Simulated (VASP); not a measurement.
# Os in VASP: further runs

The runs below take Os through single point, with PBE-based screened hybrid with 25 % exact exchange, PBEsol.

All numbers are computed with VASP 6.6.1; they aren't measurements. Logs are shortened: lines on timing, memory, paths and dates and some standing lists are left out, and cuts for length are marked.

## Step 1: The cell of the first run

It takes space group P6_3/mmc (No. 194, hexagonal). The conventional cell has a = 2.734 Å, b = 2.734 Å, c = 4.320 Å, α = 90.00°, β = 90.00°, γ = 120.00°. Os (site symmetry -6m2) has 12 Os at 2.68 to 2.73 Å within 3.5 Å.

## Step 2: Single point, PBE-based screened hybrid with 25 % exact exchange

Contents of POSCAR:

```
Os
1.0
    2.7341000000      0.0000000000      0.0000000000
   -1.3670500000      2.3678000565      0.0000000000
    0.0000000000      0.0000000000      4.3197000000
Os
2
Direct
    0.6666666667      0.3333333333      0.7500000000
    0.3333333333      0.6666666667      0.2500000000
```

Contents of INCAR.step1:

```
PREC = Accurate
ENCUT = 520
EDIFF = 1E-5
ISMEAR = -1
SIGMA = 0.05
LREAL = F
LASPH = T
NELM = 100
ALGO = Normal
ISIF = 2
LWAVE = T
LCHARG = F
GGA = PE
NBANDS = 15
```

Contents of INCAR.step2:

```
PREC = Accurate
ENCUT = 520
EDIFF = 1E-6
ISMEAR = -1
SIGMA = 0.05
LREAL = F
LASPH = T
NELM = 100
ALGO = Normal
ISIF = 2
LWAVE = F
LCHARG = F
GGA = PE
LHFCALC = T
AEXX = 0.25
HFSCREEN = 0.3
PRECFOCK = Normal
ISTART = 1
NBANDS = 15
```

Contents of KPOINTS:

```
regular mesh
0
Gamma
  6 6 4
```

Potentials or basis: VASP PAW PBE potentials, release 64 (Os).

Run with:

```
cat potpaw_PBE.64/Os/POTCAR > POTCAR
cp INCAR.step1 INCAR
mpirun -np 1 vasp_std > vasp.out
cp INCAR.step2 INCAR
mpirun -np 1 vasp_std > vasp.out
```

OUTCAR:

```text
PREC = Accurate
   ENCUT = 520
   EDIFF = 1E-6
   ISMEAR = -1
   LREAL = F
   LASPH = T
   NELM = 100
   ISIF = 2
   GGA = PE
   LHFCALC = T
   AEXX = 0.25
   HFSCREEN = 0.3
   PRECFOCK = Normal
   ISTART = 1

 ion  position               nearest neighbor table
   1  0.667  0.333  0.750-   2 2.68   2 2.68   2 2.68   2 2.68   2 2.68   2 2.68
   2  0.333  0.667  0.250-   1 2.68   1 2.68   1 2.68   1 2.68   1 2.68   1 2.68

  LATTYP: Found a hexagonal cell.
 ALAT       =     2.7341000000
 C/A-ratio  =     1.5799348963

  Lattice vectors:

 A1 = (   2.7341000000,   0.0000000000,   0.0000000000)
 A2 = (  -1.3670500000,   2.3678000565,   0.0000000000)
 A3 = (   0.0000000000,   0.0000000000,   4.3197000000)

Analysis of symmetry for initial positions (statically):
=====================================================================
 Subroutine PRICEL returns:
 Original cell was already a primitive cell.

 Routine SETGRP: Setting up the symmetry group for a
 hexagonal supercell.

 Subroutine GETGRP returns: Found 24 space group operations
 (whereof 12 operations were pure point group operations)
 out of a pool of 24 trial point group operations.

The static configuration has the point symmetry D_3d.
 The point group associated with its full space group is D_6h.

Analysis of symmetry for dynamics (positions and initial velocities):
=====================================================================
 Subroutine PRICEL returns:
 Original cell was already a primitive cell.

 Routine SETGRP: Setting up the symmetry group for a
 hexagonal supercell.

 Subroutine GETGRP returns: Found 24 space group operations
 (whereof 12 operations were pure point group operations)
 out of a pool of 24 trial point group operations.

The dynamic configuration has the point symmetry D_3d.
 The point group associated with its full space group is D_6h.

 Subroutine INISYM returns: Found 24 space group operations
 (whereof 12 operations are pure point group operations),
 and found     1 'primitive' translations

----------------------------------------------------------------------------------------

                                     Primitive cell

  volume of cell :      27.9649

  direct lattice vectors                    reciprocal lattice vectors
     2.734100000  0.000000000  0.000000000     0.365751070  0.211166479  0.000000000
    -1.367050000  2.367800057  0.000000000     0.000000000  0.422332957  0.000000000
     0.000000000  0.000000000  4.319700000     0.000000000  0.000000000  0.231497558

  length of vectors
     2.734100000  2.734100000  4.319700000     0.422332957  0.422332957  0.231497558

  position of ions in fractional coordinates (direct lattice)
     0.666666667  0.333333333  0.750000000
     0.333333333  0.666666667  0.250000000

  ion indices of the primitive-cell ions
   primitive index   ion index
                 1           1
                 2           2

----------------------------------------------------------------------------------------

 KPOINTS: regular mesh

Automatic generation of k-mesh.
 Grid dimensions read from file:
 generate k-points for:    6    6    4

 Generating k-lattice:

  Cartesian coordinates                     Fractional coordinates (reciprocal lattice)
     0.060958512  0.035194413  0.000000000     0.166666667 -0.000000000  0.000000000
     0.000000000  0.070388826  0.000000000     0.000000000  0.166666667  0.000000000
     0.000000000  0.000000000  0.057874389     0.000000000  0.000000000  0.250000000

  Length of vectors
     0.070388826  0.070388826  0.057874389

  Shift w.r.t. Gamma in fractional coordinates (k-lattice)
     0.000000000  0.000000000  0.000000000

 Subroutine IBZKPT returns following result:
 ===========================================

 Found     21 irreducible k-points:

 Following reciprocal coordinates:
            Coordinates               Weight
  0.000000  0.000000  0.000000      1.000000
  0.166667  0.000000  0.000000      6.000000
  0.333333  0.000000  0.000000      6.000000
  0.500000  0.000000  0.000000      3.000000
  0.166667  0.166667  0.000000      6.000000
  0.333333  0.166667  0.000000     12.000000
[... 13 lines left out ...]
  0.333333  0.166667  0.500000     12.000000
  0.333333  0.333333  0.500000      2.000000
   k-points           NKPTS =     21   k-points in BZ     NKDIM =    144   number of bands    NBANDS=     15
   number of dos      NEDOS =    301   number of ions     NIONS =      2
   total plane-waves  NPLWV =  12800
   dimension x,y,z NGX =    20 NGY =   20 NGZ =   32
   dimension x,y,z NGXF=    40 NGYF=   40 NGZF=   64
   ions per type =               2
   NGX,Y,Z   is equivalent  to a cutoff of  12.16, 12.16, 12.32 a.u.
   NGXF,Y,Z  is equivalent  to a cutoff of  24.32, 24.32, 24.63 a.u.
 SYSTEM =  unknown system
   PREC   = accura    normal or accurate (medium, high low for compatibility)
   ISTART =      1    job   : 0-new  1-cont  2-samecut
   ICHARG =      0    charge: 1-file 2-atom 10-const
   ISPIN  =      1    spin polarized calculation?
   LNONCOLLINEAR =      F non collinear calculations
   LSORBIT =      F    spin-orbit coupling
   LASPH  =      T    aspherical Exc in radial PAW
   ENCUT  =  520.0 eV  38.22 Ry    6.18 a.u.   5.08  5.08  8.03*2*pi/ulx,y,z
   NELM   =    100;   NELMIN=  2; NELMDL=  0     # of ELM steps
   EDIFF  = 0.1E-05   stopping-criterion for ELM
   LREAL  =      F    real-space projection
   EDIFFG = 0.1E-04   stopping-criterion for IOM
   NSW    =      0    number of steps for IOM
   IBRION =     -1    ionic relax: 0-MD 1-quasi-New 2-CG
   NFREE  =      0    steps in history (QN), initial steepest desc. (CG)
   ISIF   =      2    stress and relaxation
   ISYM   =      3    0-nonsym 1-usesym 2-fastsym
   POTIM  = 0.5000    time-step for ionic-motion
   TEBEG  =    0.0;   TEEND  =   0.0 temperature during run
   PSTRESS=    0.0 pullay stress
   NELECT =      16.0000    total number of electrons
   NUPDOWN=      -1.0000    fix difference up-down
   EMIN   =  10.00;   EMAX   =-10.00  energy-range for DOS
   EFERMI =   0.00;   METHOD = LEGACY
   ISMEAR =    -1;   SIGMA  =   0.05  broadening in eV -4-tet -1-fermi 0-gaus
   EFERMI_NEDOS =   21; number of points for ismear=-14 and -15
   IALGO  =     38    algorithm
   IMIX   =      1    mixing-type and parameters
     AMIX     =   0.40;   BMIX     =  1.00
     AMIX_MAG =   1.60;   BMIX_MAG =  1.00
  volume/ion in A,a.u.               =      13.98        94.36
  Fermi-wavevector in a.u.,A,eV,Ry     =   1.359076  2.568282 25.131161  1.847088
  Thomas-Fermi vector in A             =   2.485855
   LORBIT       =      0    0 simple, 1 ext, 2 COOP (PROOUT), +10 PAW based schemes
   GGA     = PE    functional components
   LHFCALC =     T    Hartree Fock is set to
   PRECFOCK=normal    Normal, Fast or Accurate (Low or Medium for compatibility)
   ENCUT4O =  -1.0   cutoff for four orbital integrals eV
   NKREDX  =     1    reduce k-point grid by
   NKREDY  =     1    reduce k-point grid by
   NKREDZ  =     1    reduce k-point grid by
   AEXX    =    0.2500 exact exchange contribution
   HFSCREEN=    0.3000 screening length (either q_TF or 0.3 A-1)
   HFSCREENC=   0.3000 screening length for correlation (either q_TF or 0.3 A-1)
   ENCUTFOCK=  -1.0 apply spherical cutoff to Coloumb kernel
   IVDW    =     0    specifies the selected vdW correction
   LEPSILON=     F    determine dielectric tensor
   LRPA    =     F    only Hartree local field effects (RPA)
 non-spin polarized calculation
  energy-cutoff  :      520.00
  volume of cell :       27.96
 maximum number of plane-waves:       768
  NGX = 16; NGY = 16; NGZ = 28

 number of electron      15.9999999 magnetization

 Free energy of the ion-electron system (eV)
  ---------------------------------------------------
  ext. energy  EPLUGINS =         0.00000000
  ---------------------------------------------------
  free energy    TOTEN  =       -25.19348050 eV

  energy without entropy =      -25.17891380  energy(sigma->0) =      -25.18619715

 E-fermi :   9.5756     XC(G=0): -11.5812

 val. band max:        9.3187966856   @ k =   0.3333   0.0000   0.2500
 cond. band min:       9.6090023243   @ k =   0.3333   0.3333   0.2500
 fundamental gap:      0.2902056387
 Fermi energy:         9.5756446722

 k-point     1 :       0.0000    0.0000    0.0000
  band No.  band energies     occupation
      1      -2.7900      2.00000
      2       0.5857      2.00000
      3       5.7264      2.00000
      4       5.7264      2.00000
      5       6.0436      2.00000
      6       6.6260      2.00000
      7       6.6260      2.00000
      8       7.3083      2.00000
      9       7.3083      2.00000
     10       9.0612      1.99993
     11      11.0966      0.00000
     12      11.0966      0.00000
     13      19.2061      0.00000
     14      24.1543      0.00000
     15      26.9842      0.00000

 k-point     2 :       0.1667    0.0000    0.0000
  band No.  band energies     occupation
      1      -1.6206      2.00000
      2       1.5211      2.00000
      3       4.5030      2.00000
      4       5.5058      2.00000
      5       6.0044      2.00000
      6       6.5992      2.00000
      7       6.8351      2.00000
      8       7.3191      2.00000
      9       7.3436      2.00000
     10       7.6569      2.00000
     11      11.5404      0.00000
     12      14.9419      0.00000
     13      19.0229      0.00000
     14      25.9668      0.00000
     15      27.8179      0.00000
[... 311 lines left out ...]
      3       3.7954      2.00000
      4       3.7954      2.00000
      5       5.9364      2.00000
      6       5.9364      2.00000
      7       7.8087      2.00000
      8       7.8087      2.00000
      9      11.6663      0.00000
     10      11.6663      0.00000
     11      14.2488      0.00000
     12      14.2488      0.00000
     13      20.6829      0.00000
     14      20.6829      0.00000
     15      25.1109      0.00000

 k-point    21 :       0.3333    0.3333    0.5000
  band No.  band energies     occupation
      1       2.6741      2.00000
      2       2.6741      2.00000
      3       3.6716      2.00000
      4       3.6716      2.00000
      5       5.3147      2.00000
      6       5.3147      2.00000
      7       7.6249      2.00000
      8       7.6249      2.00000
      9      11.0840      0.00000
     10      11.0840      0.00000
     11      18.2236      0.00000
     12      18.2236      0.00000
     13      19.5747      0.00000
     14      19.5747      0.00000
     15      21.4144      0.00000

------------------------ aborting loop because EDIFF is reached ----------------------------------------

  FORCE on cell =-STRESS in cart. coord.  units (eV):
  Direction    XX          YY          ZZ          XY          YZ          ZX
  --------------------------------------------------------------------------------------
  -------------------------------------------------------------------------------------
  Total       -0.0346770     -0.0346770     -1.4576562      0.0000000     -0.0000000      0.0000000
  in kB       -1.9867318     -1.9867318    -83.5127317      0.0000000     -0.0000000      0.0000000
  external PRESSURE =     -29.1620651 kB  Pullay stress =       0.0000000 kB

 VOLUME and BASIS-vectors are now :
 -----------------------------------------------------------------------------
  energy-cutoff  :      520.00
  volume of cell :       27.96
      direct lattice vectors                 reciprocal lattice vectors
     2.734100000  0.000000000  0.000000000     0.365751070  0.211166479  0.000000000
    -1.367050000  2.367800057  0.000000000     0.000000000  0.422332957  0.000000000
     0.000000000  0.000000000  4.319700000     0.000000000  0.000000000  0.231497558

 POSITION                                       TOTAL-FORCE (eV/Angst)
 -----------------------------------------------------------------------------------
      1.36705      0.78927      3.23977        -0.000000      0.000000     -0.000000
     -0.00000      1.57853      1.07993         0.000000      0.000000      0.000000
 -----------------------------------------------------------------------------------
    total drift:                               -0.000000     -0.000000     -0.000000

  FREE ENERGIE OF THE ION-ELECTRON SYSTEM (eV)
  ---------------------------------------------------
  free  energy   TOTEN  =       -25.1934804996 eV

  energy  without entropy=      -25.1789138022  energy(sigma->0) =      -25.18619715
```

Wall time 58 min (1 thread of AMD EPYC, shared host); peak memory 0.22 GiB.

Results:

| Property | Result |
| --- | --- |
| Free energy | -25.1935 eV |
| Pressure | -2.9 GPa |
| Band gap on the k mesh | zero (bands 8 and 9 overlap by 4.19 eV) |

Stress tensor (GPa, compression positive):
```
-0.20  0.00  0.00
 0.00 -0.20  0.00
 0.00  0.00 -8.35
```

Levels at points of the mesh, in eV from the Fermi level:
| k point | band 5 | band 6 | band 7 | band 8 | band 9 | band 10 | band 11 | band 12 |
| --- | --- | --- | --- | --- | --- | --- | --- | --- |
| (0.00, 0.00, 0.00) | -3.53 | -2.95 | -2.95 | -2.27 | -2.27 | -0.51 | 1.52 | 1.52 |
| (0.50, 0.00, 0.00) | -3.64 | -3.34 | -2.52 | 1.92 | 2.50 | 2.62 | 4.51 | 5.92 |
| (0.00, 0.00, 0.50) | -4.11 | -4.11 | -4.11 | -4.11 | 0.59 | 0.59 | 0.59 | 0.59 |
| (0.50, 0.00, 0.50) | -1.80 | -1.80 | -0.64 | -0.64 | 2.28 | 2.28 | 3.26 | 3.26 |

Caveat: the k points lie up to 0.44 Å⁻¹ apart, too coarse for converged energies and pressures of a metal; the PAW data sets were made with another functional, which shifts forces and pressure a little; spin-orbit coupling is left out, which moves the levels of the heavy elements.

[end of part 1 of 2]

The gap in the log of VASP goes by the Fermi energy; the results here count the filled bands.